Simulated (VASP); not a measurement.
# TiN (Osbornite) (Fm-3m) in VASP: further runs

Runs on TiN (Osbornite). Level: LDA. Tasks: single point.

Program: VASP 6.6.1. These are calculated values, not measurements. Logs are shortened: lines on timing, memory, paths and dates and some standing lists are left out, and cuts for length are marked.

### Step 1. The cell of the first run

The structure is cubic, space group Fm-3m (No. 225). The conventional cell has a = 4.092 Å, b = 4.092 Å, c = 4.092 Å, α = 90.00°, β = 90.00°, γ = 90.00°. Ti (site symmetry m-3m) has 6 N at 2.05 Å within 2.7 Å. N (site symmetry m-3m) has 6 Ti at 2.05 Å within 2.7 Å.

### Step 2. Single point, LDA

INCAR

```
SYSTEM = TiN
ALGO = Normal ; EDIFF = 1E-6
ENCUT = 520 ; ISIF = 2
ISMEAR = -1 ; LASPH = .True.
LCHARG = .False. ; LREAL = .False.
LWAVE = .False. ; NBANDS = 16
NELM = 80 ; PREC = Accurate
SIGMA = 0.1
```

KPOINTS

```
k-points
0
Gamma
  11 11 11
  0 0 0
```

POSCAR

```
TiN
1.0
    0.0000000000      2.0458720060      2.0458720060
    2.0458720060      0.0000000000      2.0458720060
    2.0458720060      2.0458720060      0.0000000000
Ti N
1 1
Direct
    0.0000000000      0.0000000000      0.0000000000
    0.5000000000      0.5000000000      0.5000000000
```

Potentials or basis: VASP PAW LDA potentials, release 64 (Ti_sv, N).

Run with:

```console
$ cat potpaw_LDA.64/Ti_sv/POTCAR potpaw_LDA.64/N/POTCAR > POTCAR
$ mpirun -np 1 vasp_std > vasp.out
```

OUTCAR:

```text
SYSTEM = TiN
   EDIFF = 1E-6
   ENCUT = 520
   ISIF = 2
   ISMEAR = -1
   LASPH = .True.
   LREAL = .False.
   NELM = 80
   PREC = Accurate

 ion  position               nearest neighbor table
   1  0.000  0.000  0.000-   2 2.05   2 2.05   2 2.05   2 2.05   2 2.05   2 2.05
   2  0.500  0.500  0.500-   1 2.05   1 2.05   1 2.05   1 2.05   1 2.05   1 2.05

  LATTYP: Found a face centered cubic cell.
 ALAT       =     4.0917440120

  Lattice vectors:

 A1 = (   0.0000000000,   2.0458720060,   2.0458720060)
 A2 = (   2.0458720060,   0.0000000000,   2.0458720060)
 A3 = (   2.0458720060,   2.0458720060,   0.0000000000)

Analysis of symmetry for initial positions (statically):
=====================================================================
 Subroutine PRICEL returns:
 Original cell was already a primitive cell.

 Routine SETGRP: Setting up the symmetry group for a
 face centered cubic supercell.

 Subroutine GETGRP returns: Found 48 space group operations
 (whereof 48 operations were pure point group operations)
 out of a pool of 48 trial point group operations.

The static configuration has the point symmetry O_h .

Analysis of symmetry for dynamics (positions and initial velocities):
=====================================================================
 Subroutine PRICEL returns:
 Original cell was already a primitive cell.

 Routine SETGRP: Setting up the symmetry group for a
 face centered cubic supercell.

 Subroutine GETGRP returns: Found 48 space group operations
 (whereof 48 operations were pure point group operations)
 out of a pool of 48 trial point group operations.

The dynamic configuration has the point symmetry O_h .

 Subroutine INISYM returns: Found 48 space group operations
 (whereof 48 operations are pure point group operations),
 and found     1 'primitive' translations

----------------------------------------------------------------------------------------

                                     Primitive cell

  volume of cell :      17.1264

  direct lattice vectors                    reciprocal lattice vectors
     0.000000000  2.045872006  2.045872006    -0.244394566  0.244394566  0.244394566
     2.045872006  0.000000000  2.045872006     0.244394566 -0.244394566  0.244394566
     2.045872006  2.045872006  0.000000000     0.244394566  0.244394566 -0.244394566

  length of vectors
     2.893299938  2.893299938  2.893299938     0.423303805  0.423303805  0.423303805

  position of ions in fractional coordinates (direct lattice)
     0.000000000  0.000000000  0.000000000
     0.500000000  0.500000000  0.500000000

  ion indices of the primitive-cell ions
   primitive index   ion index
                 1           1
                 2           2

----------------------------------------------------------------------------------------

 KPOINTS: k-points

Automatic generation of k-mesh.
 Grid dimensions read from file:
 generate k-points for:   11   11   11

 Generating k-lattice:

  Cartesian coordinates                     Fractional coordinates (reciprocal lattice)
    -0.022217688  0.022217688  0.022217688     0.090909091  0.000000000  0.000000000
     0.022217688 -0.022217688  0.022217688     0.000000000  0.090909091  0.000000000
     0.022217688  0.022217688 -0.022217688     0.000000000  0.000000000  0.090909091

  Length of vectors
     0.038482164  0.038482164  0.038482164

  Shift w.r.t. Gamma in fractional coordinates (k-lattice)
     0.000000000  0.000000000  0.000000000

 Subroutine IBZKPT returns following result:
 ===========================================

 Found     56 irreducible k-points:

 Following reciprocal coordinates:
            Coordinates               Weight
  0.000000  0.000000  0.000000      1.000000
  0.090909  0.000000  0.000000      8.000000
  0.181818  0.000000  0.000000      8.000000
  0.272727  0.000000  0.000000      8.000000
  0.363636  0.000000  0.000000      8.000000
  0.454545  0.000000  0.000000      8.000000
[... 16 lines left out ...]
 -0.272727  0.181818  0.000000     24.000000
 -0.181818  0.181818  0.000000     12.000000
 [... further k-points ...]
   k-points           NKPTS =     56   k-points in BZ     NKDIM =     56   number of bands    NBANDS=     16
   number of dos      NEDOS =    301   number of ions     NIONS =      2
   total plane-waves  NPLWV =  13824
   dimension x,y,z NGX =    24 NGY =   24 NGZ =   24
   dimension x,y,z NGXF=    48 NGYF=   48 NGZF=   48
   ions per type =               1   1
   NGX,Y,Z   is equivalent  to a cutoff of  13.79, 13.79, 13.79 a.u.
   NGXF,Y,Z  is equivalent  to a cutoff of  27.58, 27.58, 27.58 a.u.
 SYSTEM =  TiN
   PREC   = accura    normal or accurate (medium, high low for compatibility)
   ISTART =      0    job   : 0-new  1-cont  2-samecut
   ICHARG =      2    charge: 1-file 2-atom 10-const
   ISPIN  =      1    spin polarized calculation?
   LNONCOLLINEAR =      F non collinear calculations
   LSORBIT =      F    spin-orbit coupling
   LASPH  =      T    aspherical Exc in radial PAW
   ENCUT  =  520.0 eV  38.22 Ry    6.18 a.u.   5.38  5.38  5.38*2*pi/ulx,y,z
   NELM   =     80;   NELMIN=  2; NELMDL= -5     # of ELM steps
   EDIFF  = 0.1E-05   stopping-criterion for ELM
   LREAL  =      F    real-space projection
   EDIFFG = 0.1E-04   stopping-criterion for IOM
   NSW    =      0    number of steps for IOM
   IBRION =     -1    ionic relax: 0-MD 1-quasi-New 2-CG
   NFREE  =      0    steps in history (QN), initial steepest desc. (CG)
   ISIF   =      2    stress and relaxation
   ISYM   =      2    0-nonsym 1-usesym 2-fastsym
   POTIM  = 0.5000    time-step for ionic-motion
   TEBEG  =    0.0;   TEEND  =   0.0 temperature during run
   PSTRESS=    0.0 pullay stress
   NELECT =      17.0000    total number of electrons
   NUPDOWN=      -1.0000    fix difference up-down
   EMIN   =  10.00;   EMAX   =-10.00  energy-range for DOS
   EFERMI =   0.00;   METHOD = LEGACY
   ISMEAR =    -1;   SIGMA  =   0.10  broadening in eV -4-tet -1-fermi 0-gaus
   EFERMI_NEDOS =   21; number of points for ismear=-14 and -15
   IALGO  =     38    algorithm
   IMIX   =      4    mixing-type and parameters
     AMIX     =   0.40;   BMIX     =  1.00
     AMIX_MAG =   1.60;   BMIX_MAG =  1.00
  volume/ion in A,a.u.               =       8.56        57.79
  Fermi-wavevector in a.u.,A,eV,Ry     =   1.633062  3.086040 36.285263  2.666892
  Thomas-Fermi vector in A             =   2.724929
   LORBIT       =      0    0 simple, 1 ext, 2 COOP (PROOUT), +10 PAW based schemes
   GGA     = CA    functional components
   LHFCALC =     F    Hartree Fock is set to
   AEXX    =    0.0000 exact exchange contribution
   IVDW    =     0    specifies the selected vdW correction
   LEPSILON=     F    determine dielectric tensor
   LRPA    =     F    only Hartree local field effects (RPA)
 non-spin polarized calculation
  energy-cutoff  :      520.00
  volume of cell :       17.13
 maximum number of plane-waves:       477
 NGX is ok and might be reduce to    24
   NGX = 11   NGY = 11   NGZ = 11

 number of electron      17.0000004 magnetization

 Free energy of the ion-electron system (eV)
  ---------------------------------------------------
  ext. energy  EPLUGINS =         0.00000000
  ---------------------------------------------------
  free energy    TOTEN  =       -21.60676011 eV

  energy without entropy =      -21.57782503  energy(sigma->0) =      -21.59229257

 E-fermi :  12.7017     XC(G=0): -13.9717

 val. band max:       12.6903939948   @ k =  -0.1818   0.0909   0.0000
 cond. band min:      12.7107803858   @ k =   0.4545   0.1818   0.0000
 fundamental gap:      0.0203863909
 Fermi energy:        12.7017455330

 k-point     1 :       0.0000    0.0000    0.0000
  band No.  band energies     occupation
      1     -44.2951      2.00000
      2     -20.5491      2.00000
      3     -20.5491      2.00000
      4     -20.5491      2.00000
      5      -4.7738      2.00000
      6      10.5738      2.00000
[... 8 lines left out ...]
     15      26.2055      0.00000
     16      34.0406      0.00000

 k-point     2 :       0.0909    0.0000    0.0000
  band No.  band energies     occupation
      1     -44.2822      2.00000
      2     -20.6331      2.00000
      3     -20.5555      2.00000
      4     -20.5555      2.00000
      5      -4.5771      2.00000
      6       9.6449      2.00000
[... 8 lines left out ...]
     15      26.4262      0.00000
     16      33.7730      0.00000

 k-point     3 :       0.1818    0.0000    0.0000
  band No.  band energies     occupation
      1     -44.2473      2.00000
      2     -20.8532      2.00000
      3     -20.5724      2.00000
      4     -20.5724      2.00000
      5      -4.0300      2.00000
      6       8.0343      2.00000
[... 8 lines left out ...]
     15      26.6386      0.00000
     16      32.7822      0.00000

 k-point     4 :       0.2727    0.0000    0.0000
  band No.  band energies     occupation
      1     -44.2011      2.00000
      2     -21.1309      2.00000
      3     -20.5945      2.00000
      4     -20.5945      2.00000
      5      -3.2490      2.00000
      6       6.3823      2.00000
[... 8 lines left out ...]
     15      26.6064      0.00000
     16      31.1177      0.00000
[... 324 lines left out ...]
 k-point    22 :      -0.3636    0.1818    0.0000
  band No.  band energies     occupation
      1     -44.1179      2.00000
      2     -21.3787      2.00000
      3     -20.8392      2.00000
      4     -20.6496      2.00000
      5      -2.1775      2.00000
      6       4.8107      2.00000
[... 8 lines left out ...]
     15      26.3890      0.00000
     16      28.2710      0.00000

 k-point    23 :      -0.2727    0.1818    0.0000
  band No.  band energies     occupation
      1     -44.1464      2.00000
      2     -21.2542      2.00000
      3     -20.8204      2.00000
      4     -20.6099      2.00000
      5      -2.5633      2.00000
      6       5.3155      2.00000
[... 8 lines left out ...]
     15      26.0556      0.00000
     16      28.7387      0.00000

 k-point    24 :      -0.1818    0.1818    0.0000
  band No.  band energies     occupation
      1     -44.1857      2.00000
      2     -21.0977      2.00000
      3     -20.7483      2.00000
      4     -20.5779      2.00000
      5      -3.1295      2.00000
      6       6.1705      2.00000
[... 8 lines left out ...]
     15      26.3234      0.00000
     16      29.5382      0.00000

 [... further k-points ...]
[... 5 lines left out ...]
  --------------------------------------------------------------------------------------
  -------------------------------------------------------------------------------------
  Total        2.3943187      2.3943187      2.3943187      0.0000000     -0.0000000      0.0000000
  in kB      223.9892475    223.9892475    223.9892475      0.0000000     -0.0000000      0.0000000
  external PRESSURE =     223.9892475 kB  Pullay stress =       0.0000000 kB

 VOLUME and BASIS-vectors are now :
 -----------------------------------------------------------------------------
  energy-cutoff  :      520.00
  volume of cell :       17.13
      direct lattice vectors                 reciprocal lattice vectors
     0.000000000  2.045872006  2.045872006    -0.244394566  0.244394566  0.244394566
     2.045872006  0.000000000  2.045872006     0.244394566 -0.244394566  0.244394566
     2.045872006  2.045872006  0.000000000     0.244394566  0.244394566 -0.244394566

 POSITION                                       TOTAL-FORCE (eV/Angst)
 -----------------------------------------------------------------------------------
      0.00000      0.00000      0.00000         0.000000     -0.000000      0.000000
      2.04587      2.04587      2.04587         0.000000      0.000000      0.000000
 -----------------------------------------------------------------------------------
    total drift:                                0.000000     -0.000000     -0.000000

  FREE ENERGIE OF THE ION-ELECTRON SYSTEM (eV)
  ---------------------------------------------------
  free  energy   TOTEN  =       -21.6067601092 eV

  energy  without entropy=      -21.5778250324  energy(sigma->0) =      -21.59229257
```

It took 10 s on 1 thread of Intel Xeon Platinum 8375C at 2.90GHz (Ice Lake), shared host; peak memory 0.14 GiB.

What came out:

```
Free energy : -21.6068 eV
Pressure    : 22.4 GPa
```

Levels at points of the mesh, in eV from the Fermi level:
| k point | band 7 | band 8 | band 9 | band 10 | band 11 | band 12 |
| --- | --- | --- | --- | --- | --- | --- |
| (0.00, 0.00, 0.00) | -2.13 | -2.13 | -0.75 | -0.75 | -0.75 | 0.66 |

### Step 3. Single point, LDA

This run uses another cell than the first one, of 8.80 Å³/atom, 1.028 times its volume.

INCAR

```
PREC     = Accurate       # precision mode
ENCUT    = 520            # plane-wave cutoff, eV
EDIFF    = 1E-6           # SCF threshold, eV
ISMEAR   = -1             # smearing method
SIGMA    = 0.1            # smearing width, eV
LREAL    = False          # projectors in reciprocal space
LASPH    = True           # aspherical terms in the spheres
NELM     = 100            # most SCF steps
ALGO     = Normal         # electronic algorithm
ISIF     = 2              # what is computed and relaxed
LWAVE    = False          # write WAVECAR
LCHARG   = True           # write CHGCAR
LELF     = True           # ELF
LVHAR    = True         
NBANDS   = 16             # bands
```

KPOINTS

```
Automatic mesh
0
Gamma
  11 11 11
```

POSCAR

```
TiN
1.0
    0.0000000000      2.0646425224      2.0646425224
    2.0646425224      0.0000000000      2.0646425224
    2.0646425224      2.0646425224      0.0000000000
Ti N
1 1
Direct
    0.0000000000      0.0000000000      0.0000000000
    0.5000000000      0.5000000000      0.5000000000
```

Potentials or basis: VASP PAW LDA potentials, release 64 (Ti_sv, N).

Run with:

```console
$ cat potpaw_LDA.64/Ti_sv/POTCAR potpaw_LDA.64/N/POTCAR > POTCAR
$ mpirun -np 1 vasp_std > vasp.out
```

Run time: 10 s. Hardware: 1 thread of Intel Xeon Platinum 8375C at 2.90GHz (Ice Lake), shared host; peak memory 0.14 GiB.

The run converged. Its results:

| Property | Result |
| --- | --- |
| Free energy | -21.6578 eV |
| Pressure | 11.8 GPa |

Levels at points of the mesh, in eV from the Fermi level:
```tsv
k point	band 7	band 8	band 9	band 10	band 11	band 12
(0.00, 0.00, 0.00)	-2.09	-2.09	-0.72	-0.72	-0.72	0.64
```

### Step 4. Single point, LDA

This run uses another cell than the first one, of 9.04 Å³/atom, 1.056 times its volume.

INCAR

```
PREC = Accurate
ENCUT = 520
EDIFF = 1E-6
ISMEAR = -1
SIGMA = 0.1
LREAL = F
LASPH = T
NELM = 60
ALGO = Normal
ISIF = 2
LWAVE = F
LCHARG = F
GGA = CA
NBANDS = 16
```

KPOINTS is that of step 3.

POSCAR

```
TiN
1.0
    0.0000000000      2.0830778061      2.0830778061
    2.0830778061      0.0000000000      2.0830778061
    2.0830778061      2.0830778061      0.0000000000
Ti N
1 1
Direct
    0.0000000000      0.0000000000      0.0000000000
    0.5000000000      0.5000000000      0.5000000000
```

Run with:

```console
$ cat potpaw_LDA.64/Ti_sv/POTCAR potpaw_LDA.64/N/POTCAR > POTCAR
$ mpirun -np 1 vasp_std > vasp.out
```

Wall time 11 s (1 thread of Intel Xeon Platinum 8375C at 2.90GHz (Ice Lake), shared host); peak memory 0.14 GiB.

Results (log left out):

- Free energy: -21.6794 eV
- Pressure: 2.5 GPa

Levels at points of the mesh, in eV from the Fermi level:
| k point | band 6 | band 7 | band 8 | band 9 | band 10 | band 11 | band 12 | band 13 |
| --- | --- | --- | --- | --- | --- | --- | --- | --- |
| (0.00, 0.00, 0.00) | -2.06 | -2.06 | -2.06 | -0.69 | -0.69 | -0.69 | 0.61 | 0.61 |

### Step 5. Single point, LDA

This run uses another cell than the first one, of 9.28 Å³/atom, 1.083 times its volume.

INCAR

```
ALGO = Normal
EDIFF = 1E-6
ENCUT = 520
ISIF = 2
ISMEAR = -1
LASPH = True
LCHARG = False
LREAL = False
LWAVE = False
NBANDS = 16
NELM = 80
PREC = Accurate
SIGMA = 0.1
```

KPOINTS

```
k-points
0
Gamma
  11 11 11
```

POSCAR

```
TiN
1.0
    0.0000000000      2.1011924354      2.1011924354
    2.1011924354      0.0000000000      2.1011924354
    2.1011924354      2.1011924354      0.0000000000
Ti N
1 1
Direct
    0.0000000000      0.0000000000      0.0000000000
    0.5000000000      0.5000000000      0.5000000000
```

Run with:

```console
$ cat potpaw_LDA.64/Ti_sv/POTCAR potpaw_LDA.64/N/POTCAR > POTCAR
$ mpirun -np 1 vasp_std > vasp.out
```

Wall time 9.3 s (1 thread of Intel Xeon Platinum 8375C at 2.90GHz (Ice Lake), shared host); peak memory 0.14 GiB.

It converged, with:

| Item | Value |
| --- | --- |
| Free energy | -21.6753 eV |
| Pressure | -5.5 GPa |

Levels at points of the mesh, in eV from the Fermi level:
```tsv
k point	band 5	band 6	band 7	band 8	band 9	band 10	band 11	band 12	band 13	band 14
(0.00, 0.00, 0.00)	-16.99	-2.02	-2.02	-2.02	-0.66	-0.66	-0.66	0.59	0.59	5.89
```

### Step 6. Single point, LDA

This run uses another cell than the first one, of 9.51 Å³/atom, 1.111 times its volume.

INCAR

```
  PREC = Accurate
  ENCUT = 520
  EDIFF = 1E-6
  ISMEAR = -1
  SIGMA = 0.1
  LREAL = F
  LASPH = T
  NELM = 80
  ALGO = Normal
  ISIF = 2
  LWAVE = F
  LCHARG = T
  LELF = T
  LVHAR = T
  NBANDS = 16
```

KPOINTS

```
regular mesh
0
Gamma
  11 11 11
```

POSCAR

```
TiN
1.0
    0.0000000000      2.1190000000      2.1190000000
    2.1190000000      0.0000000000      2.1190000000
    2.1190000000      2.1190000000      0.0000000000
Ti N
1 1
Direct
    0.0000000000      0.0000000000      0.0000000000
    0.5000000000      0.5000000000      0.5000000000
```

Potentials or basis: VASP PAW LDA potentials, release 64 (Ti_sv, N).

Run with:

```console
$ cat potpaw_LDA.64/Ti_sv/POTCAR potpaw_LDA.64/N/POTCAR > POTCAR
$ mpirun -np 1 vasp_std > vasp.out
```

It took 9.8 s on 1 thread of Intel Xeon Platinum 8375C at 2.90GHz (Ice Lake), shared host; peak memory 0.13 GiB.

It converged, with:

```yaml
Free_energy: -21.6489 eV
Pressure: -12.6 GPa
```

Levels at points of the mesh, in eV from the Fermi level:
| k point | band 6 | band 7 | band 8 | band 9 | band 10 | band 11 | band 12 | band 13 |
| --- | --- | --- | --- | --- | --- | --- | --- | --- |
| (0.00, 0.00, 0.00) | -1.99 | -1.99 | -1.99 | -0.63 | -0.63 | -0.63 | 0.57 | 0.57 |

### Step 7. The runs side by side

```tsv
cell	gap on the mesh (eV)	pressure (GPa)
a = 2.893 Å, angles 60.0°, 2 atoms	none	22.4
a = 2.920 Å, angles 60.0°, 2 atoms	none	11.8
a = 2.946 Å, angles 60.0°, 2 atoms	none	2.5
a = 2.972 Å, angles 60.0°, 2 atoms	none	-5.5
a = 2.997 Å, angles 60.0°, 2 atoms	none	-12.6
```

Alike in all rows: task single point; level LDA; potentials or basis VASP PAW LDA potentials, release 64 (Ti_sv, N); no spin polarisation; k mesh 11 × 11 × 11; cutoff (eV) 520; smearing fermi-dirac 0.1 eV.

Total energies depend on the potentials used, so only differences within one code and one set of settings carry meaning.
